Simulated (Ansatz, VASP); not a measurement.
## One calculation of Mg2PCl, two programs

```xyz
4
Lattice="1.9305 1.1145 6.1696 -1.9305 1.1145 6.1696 0.0000 -2.2291 6.1696" Properties=species:S:1:pos:R:3 pbc="T T T"
Mg    0.0000    0.0000    4.2937
Mg    0.0000    0.0000   14.2150
P     0.0000    0.0000    9.2544
Cl    0.0000    0.0000    0.0000
```

Alike in both runs: functional PBEsol; k mesh 9 × 9 × 9; no spin polarisation.

Ansatz relaxed the structure, and its values are those at the end. VASP's run is a single point on that final structure, the one shown.

```csv
,VASP,Ansatz
version,VASP 6.6.1,Ansatz 0.2.0
potentials or method,"VASP PAW PBE potentials, release 64 (Mg, P, Cl), cutoff 520 eV","scalar-relativistic, plane waves, PAW"
occupations,"gaussian, width 0.01 eV",fixed
valence electrons in the cell,16,32
```

VASP gave:

| Item | Value |
| --- | --- |
| gap on the k mesh at the Fermi level (eV) | 0.99 |
| least direct gap on the mesh (eV) | 0.99 |
| pressure (GPa) | -0.1 |
| rms of the force components (eV/Å) | 0.008 |

Q: What did Ansatz give for the same quantities?

A: gap on the k mesh at the Fermi level (eV): 1.02; least direct gap on the mesh (eV): 1.02; pressure (GPa): 0.0; rms of the force components (eV/Å): 0.000.

VASP's potentials were made for PBE, not for PBEsol. VASP's potentials hold 16 valence electrons a cell and Ansatz's 32, so a difference there can come from the potentials and not from the codes.
